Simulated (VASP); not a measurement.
# Sb (Pm-3m) in VASP: further runs

Sb is run at these levels: PBEsol; tasks: density of states.

All numbers are computed with VASP 6.6.1; they aren't measurements. Logs are shortened: lines on timing, memory, paths and dates and some standing lists are left out, and cuts for length are marked.

### Step 1. The cell of the first run

It takes space group Pm-3m (No. 221, cubic). Conventional cell: a = 2.346 Å, b = 2.346 Å, c = 2.346 Å, α = 90.00°, β = 90.00°, γ = 90.00°. Within 3.1 Å of Sb (site symmetry m-3m) lie 6 Sb at 2.35 Å.

### Step 2. Density of states, PBEsol (volume scaled by 0.45)

The input, POSCAR:

```
Sb
1.0
    2.3461090364      0.0000000000      0.0000000000
    0.0000000000      2.3461090364      0.0000000000
    0.0000000000      0.0000000000      2.3461090364
Sb
1
Direct
    0.0000000000      0.0000000000      0.0000000000
```

The input, INCAR.step1:

```
SYSTEM = Sb
  ALGO = Normal
  EDIFF = 1E-6
  ENCUT = 520
  GGA = PS
  ISIF = 2
  ISMEAR = -1
  LASPH = .True.
  LCHARG = .True.
  LREAL = .False.
  LWAVE = .False.
  NBANDS = 8
  NELM = 60
  PREC = Accurate
  SIGMA = 0.05
```

The input, KPOINTS.step1:

```
k-points
0
Gamma
  14 14 14
  0 0 0
```

The input, INCAR.step2:

```
SYSTEM = Sb
  ALGO = Normal
  EDIFF = 1E-6
  ENCUT = 520
  GGA = PS
  ICHARG = 11
  ISIF = 2
  ISMEAR = -5
  LASPH = .True.
  LCHARG = .False.
  LORBIT = 11
  LREAL = .False.
  LWAVE = .False.
  NBANDS = 8
  NEDOS = 2001
  NELM = 60
  PREC = Accurate
  SIGMA = 0.05
```

The input, KPOINTS.step2:

```
k-points
0
Gamma
  21 21 21
  0 0 0
```

Potentials or basis: VASP PAW PBE potentials, release 64 (Sb).

Started as:

```sh
cat potpaw_PBE.64/Sb/POTCAR > POTCAR
cp INCAR.step1 INCAR
cp KPOINTS.step1 KPOINTS
mpirun -np 1 vasp_std > vasp.out
cp INCAR.step2 INCAR
cp KPOINTS.step2 KPOINTS
mpirun -np 1 vasp_std > vasp.out
```

OUTCAR:

```text
SYSTEM = Sb
   EDIFF = 1E-6
   ENCUT = 520
   GGA = PS
   ICHARG = 11
   ISIF = 2
   ISMEAR = -5
   LASPH = .True.
   LORBIT = 11
   LREAL = .False.
   NELM = 60
   PREC = Accurate

 ion  position               nearest neighbor table
   1  0.000  0.000  0.000-

  LATTYP: Found a simple cubic cell.
 ALAT       =     2.3461090364

  Lattice vectors:

 A1 = (   2.3461090364,   0.0000000000,   0.0000000000)
 A2 = (   0.0000000000,   2.3461090364,   0.0000000000)
 A3 = (   0.0000000000,   0.0000000000,   2.3461090364)

Analysis of symmetry for initial positions (statically):
=====================================================================
 Subroutine PRICEL returns:
 Original cell was already a primitive cell.

 Routine SETGRP: Setting up the symmetry group for a
 simple cubic supercell.

 Subroutine GETGRP returns: Found 48 space group operations
[... 9 lines left out ...]

 Routine SETGRP: Setting up the symmetry group for a
 simple cubic supercell.

 Subroutine GETGRP returns: Found 48 space group operations
[... 11 lines left out ...]
                                     Primitive cell

  volume of cell :      12.9135

  direct lattice vectors                    reciprocal lattice vectors
     2.346109036  0.000000000  0.000000000     0.426237649  0.000000000  0.000000000
     0.000000000  2.346109036  0.000000000     0.000000000  0.426237649  0.000000000
     0.000000000  0.000000000  2.346109036     0.000000000  0.000000000  0.426237649

  length of vectors
     2.346109036  2.346109036  2.346109036     0.426237649  0.426237649  0.426237649

  position of ions in fractional coordinates (direct lattice)
     0.000000000  0.000000000  0.000000000

  ion indices of the primitive-cell ions
   primitive index   ion index
                 1           1

----------------------------------------------------------------------------------------

 KPOINTS: k-points

Automatic generation of k-mesh.
 Grid dimensions read from file:
 generate k-points for:   21   21   21

 Generating k-lattice:

  Cartesian coordinates                     Fractional coordinates (reciprocal lattice)
     0.020297031  0.000000000  0.000000000     0.047619048  0.000000000  0.000000000
     0.000000000  0.020297031  0.000000000     0.000000000  0.047619048  0.000000000
     0.000000000  0.000000000  0.020297031     0.000000000  0.000000000  0.047619048

[... 54 lines left out ...]
   LSORBIT =      F    spin-orbit coupling
   LASPH  =      T    aspherical Exc in radial PAW
   ENCUT  =  520.0 eV  38.22 Ry    6.18 a.u.   4.36  4.36  4.36*2*pi/ulx,y,z
   NELM   =     60;   NELMIN=  2; NELMDL=  0     # of ELM steps
   EDIFF  = 0.1E-05   stopping-criterion for ELM
   LREAL  =      F    real-space projection
   EDIFFG = 0.1E-04   stopping-criterion for IOM
   NSW    =      0    number of steps for IOM
   IBRION =     -1    ionic relax: 0-MD 1-quasi-New 2-CG
   NFREE  =      0    steps in history (QN), initial steepest desc. (CG)
   ISIF   =      2    stress and relaxation
   ISYM   =      2    0-nonsym 1-usesym 2-fastsym
   POTIM  = 0.5000    time-step for ionic-motion
   TEBEG  =    0.0;   TEEND  =   0.0 temperature during run
   PSTRESS=    0.0 pullay stress
   NELECT =       5.0000    total number of electrons
   NUPDOWN=      -1.0000    fix difference up-down
   EMIN   =  10.00;   EMAX   =-10.00  energy-range for DOS
   EFERMI =   0.00;   METHOD = LEGACY
   ISMEAR =    -5;   SIGMA  =   0.05  broadening in eV -4-tet -1-fermi 0-gaus
   EFERMI_NEDOS =   21; number of points for ismear=-14 and -15
   IALGO  =     38    algorithm
   IMIX   =      4    mixing-type and parameters
     AMIX     =   0.40;   BMIX     =  1.00
     AMIX_MAG =   1.60;   BMIX_MAG =  1.00
  volume/ion in A,a.u.               =      12.91        87.14
  Fermi-wavevector in a.u.,A,eV,Ry     =   1.193209  2.254839 19.371274  1.423749
  Thomas-Fermi vector in A             =   2.329229
   LORBIT       =     11    0 simple, 1 ext, 2 COOP (PROOUT), +10 PAW based schemes
   GGA     = PS    functional components
   LHFCALC =     F    Hartree Fock is set to
   AEXX    =    0.0000 exact exchange contribution
   IVDW    =     0    specifies the selected vdW correction
   LEPSILON=     F    determine dielectric tensor
   LRPA    =     F    only Hartree local field effects (RPA)
 non-spin polarized calculation
 Fermi weights with tetrahedron method with Bloechl corrections
  energy-cutoff  :      520.00
  volume of cell :       12.91
 maximum number of plane-waves:       365
 NGX is ok and might be reduce to    18

 number of electron       5.0000000 magnetization

 Free energy of the ion-electron system (eV)
  ---------------------------------------------------
  ext. energy  EPLUGINS =         0.00000000
  ---------------------------------------------------
  free energy    TOTEN  =         3.01985999 eV

  energy without entropy =        3.01985999  energy(sigma->0) =        3.01985999

 E-fermi :  22.7477     XC(G=0): -13.7145

 val. band max:       22.8653216442   @ k =   0.4286   0.2857   0.2857
 cond. band min:      22.6306305732   @ k =   0.4762   0.4762   0.2857
 fundamental gap:     -0.2346910710
 Fermi energy:        22.7476951528

 k-point     1 :       0.0000    0.0000    0.0000
  band No.  band energies     occupation
      1       0.2543      2.00000
      2      27.7065      0.00000
      3      27.7065      0.00000
      4      27.7065      0.00000
      5      31.4275      0.00000
      6      31.4275      0.00000
      7      36.9718      0.00000
      8      44.4803      0.00000
[... 243 lines left out ...]
 k-point    24 :       0.1905    0.0952    0.0000
  band No.  band energies     occupation
      1       1.6486      2.00000
      2      21.0268      2.13686
      3      26.1582      0.00000
      4      29.4155      0.00000
      5      32.4880      0.00000
      6      35.4744      0.00000
      7      38.7707      0.00000
      8      41.6192      0.00000

 [... further k-points ...]
[... 5 lines left out ...]
  --------------------------------------------------------------------------------------
  -------------------------------------------------------------------------------------
  Total       25.9163923     25.9163923     25.9163923     -0.0000000     -0.0000000     -0.0000000
  in kB     3215.4410462   3215.4410462   3215.4410462     -0.0000000     -0.0000000     -0.0000000
  external PRESSURE =    3215.4410462 kB  Pullay stress =       0.0000000 kB

 VOLUME and BASIS-vectors are now :
 -----------------------------------------------------------------------------
  energy-cutoff  :      520.00
  volume of cell :       12.91
      direct lattice vectors                 reciprocal lattice vectors
     2.346109036  0.000000000  0.000000000     0.426237649  0.000000000  0.000000000
     0.000000000  2.346109036  0.000000000     0.000000000  0.426237649  0.000000000
     0.000000000  0.000000000  2.346109036     0.000000000  0.000000000  0.426237649

 POSITION                                       TOTAL-FORCE (eV/Angst)
 -----------------------------------------------------------------------------------
      0.00000      0.00000      0.00000         0.000000      0.000000      0.000000
 -----------------------------------------------------------------------------------
    total drift:                                0.000000     -0.000000      0.000000

  FREE ENERGIE OF THE ION-ELECTRON SYSTEM (eV)
  ---------------------------------------------------
  free  energy   TOTEN  =         3.0198599928 eV

  energy  without entropy=        3.0198599928  energy(sigma->0) =        3.01985999

 total charge

# of ion       s       p       d       tot
------------------------------------------
    1        1.262   1.891   0.314   3.466
```

OUTCAR.step1:

```text
SYSTEM = Sb
   EDIFF = 1E-6
   ENCUT = 520
   GGA = PS
   ISIF = 2
   ISMEAR = -1
   LASPH = .True.
[... 481 lines left out ...]
 -----------------------------------------------------------------------------------
      0.00000      0.00000      0.00000         0.000000      0.000000      0.000000
 -----------------------------------------------------------------------------------
    total drift:                               -0.000000     -0.000000      0.000000

  FREE ENERGIE OF THE ION-ELECTRON SYSTEM (eV)
  ---------------------------------------------------
  free  energy   TOTEN  =         3.0275003889 eV

  energy  without entropy=        3.0308680453  energy(sigma->0) =        3.02918422
```

Wall time 11 s (1 thread of AMD EPYC 9R45 (Zen 5), shared host); peak memory 0.11 GiB.

What came out:

```yaml
Valence_electrons_inside_the_program's_atomic_spheres: Sb 3.47
```

Levels at points of the mesh, in eV from the Fermi level:
```
           k point  band 1  band 2  band 3  band 4  band 5  band 6
(0.00, 0.00, 0.00)  -22.49    4.96    4.96    4.96    8.68    8.68
```

Caveat: the cell differs from its parent crystal (volume scaled by 0.45); the PAW data sets were made with another functional, which shifts forces and pressure a little; spin-orbit coupling is left out, which moves the levels of the heavy elements; tetrahedron occupations give inexact forces and stress in metals.

### Step 3. Density of states, PBEsol

This run uses another cell than the first one, of 28.70 Å³/atom, 2.222 times its volume.

The input, POSCAR:

```
Sb
1.0
    3.0615687831      0.0000000000      0.0000000000
    0.0000000000      3.0615687831      0.0000000000
    0.0000000000      0.0000000000      3.0615687831
Sb
1
Direct
    0.0000000000      0.0000000000      0.0000000000
```

The input, INCAR.step1:

```
ALGO = Normal
EDIFF = 1E-7
ENCUT = 520
GGA = PS
ISIF = 2
ISMEAR = -1
LASPH = True
LCHARG = True
LREAL = False
LWAVE = False
NBANDS = 8
NELM = 80
PREC = Accurate
SIGMA = 0.05
```

The input, KPOINTS.step1:

```
k-points
0
Gamma
  14 14 14
```

The input, INCAR.step2:

```
ALGO = Normal
EDIFF = 1E-7
ENCUT = 520
GGA = PS
ICHARG = 11
ISIF = 2
ISMEAR = -5
LASPH = True
LCHARG = False
LORBIT = 11
LREAL = False
LWAVE = False
NBANDS = 8
NEDOS = 1001
NELM = 80
PREC = Accurate
SIGMA = 0.05
```

The input, KPOINTS.step2:

```
k-points
0
Gamma
  21 21 21
```

Potentials or basis: VASP PAW PBE potentials, release 64 (Sb).

Started as:

```sh
cat potpaw_PBE.64/Sb/POTCAR > POTCAR
cp INCAR.step1 INCAR
cp KPOINTS.step1 KPOINTS
mpirun -np 1 vasp_std > vasp.out
cp INCAR.step2 INCAR
cp KPOINTS.step2 KPOINTS
mpirun -np 1 vasp_std > vasp.out
```

Wall time 20 s (1 thread of AMD EPYC 9R45 (Zen 5), shared host); peak memory 0.15 GiB.

The run converged. Its results:

```
Valence electrons inside the program's atomic spheres : Sb 2.39
```

Levels at points of the mesh, in eV from the Fermi level:
```tsv
k point	band 1	band 2	band 3	band 4	band 5	band 6
(0.00, 0.00, 0.00)	-12.70	3.36	3.36	3.36	6.99	6.99
```

Caveat: the PAW data sets were made with another functional, which shifts forces and pressure a little; spin-orbit coupling is left out, which moves the levels of the heavy elements; tetrahedron occupations give inexact forces and stress in metals.
